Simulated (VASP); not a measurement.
A run of VASP 6.6.1 is set up as follows.

POSCAR

```
Li
1.0
    4.9488700000      0.0000000000      0.0000000000
   -2.4744300000      4.2858400000      0.0000000000
    0.0000000000      0.0000000000      2.8888400000
Li
3
Direct
    0.0000000000      0.0000000000      0.0000000000
    0.6666666667      0.3333333333      0.5000000000
    0.3333333333      0.6666666667      0.5000000000
```

The input INCAR.step1:

```
SYSTEM = Li
PREC     = Accurate       ! precision mode
ENCUT    = 520            ! plane-wave cutoff, eV
ISMEAR   = 1              ! smearing method
SIGMA    = 0.1            ! smearing width, eV
LREAL    = .FALSE.        ! projectors in reciprocal space
LASPH    = .TRUE.         ! aspherical terms in the spheres
NELM     = 80             ! most SCF steps
NBANDS   = 12             ! bands
GGA      = PE             ! functional
ALGO     = Normal         ! electronic algorithm
EDIFF    = 1E-4           ! SCF threshold, eV
LWAVE    = .TRUE.         ! write WAVECAR
LCHARG   = .FALSE.        ! write CHGCAR
```

File INCAR.step2:

```
SYSTEM = Li
PREC     = Accurate       ! precision mode
ENCUT    = 520            ! plane-wave cutoff, eV
EDIFF    = 1E-7           ! SCF threshold, eV
ISMEAR   = 1              ! smearing method
SIGMA    = 0.1            ! smearing width, eV
LREAL    = .FALSE.        ! projectors in reciprocal space
LASPH    = .TRUE.         ! aspherical terms in the spheres
NELM     = 80             ! most SCF steps
ALGO     = Normal         ! electronic algorithm
ISIF     = 2              ! what is computed and relaxed
LWAVE    = .FALSE.        ! write WAVECAR
LCHARG   = .FALSE.        ! write CHGCAR
METAGGA  = R2SCAN         ! meta-GGA
LMIXTAU  = .TRUE.       
NBANDS   = 12             ! bands
ISTART   = 1
```

The input KPOINTS:

```
Automatic mesh
0
G
  7 7 10
  0 0 0
```

Potentials or basis: VASP PAW PBE potentials, release 64 (Li_sv).

Launch:

```sh
$ cat potpaw_PBE.64/Li_sv/POTCAR > POTCAR
$ cp INCAR.step1 INCAR
$ mpirun -np 1 vasp_std > vasp.out
$ cp INCAR.step2 INCAR
$ mpirun -np 1 vasp_std > vasp.out
```

Q: What does it give for the band gap on the k mesh?

A: Zero (an odd number of electrons rules out a gap without spin polarisation).
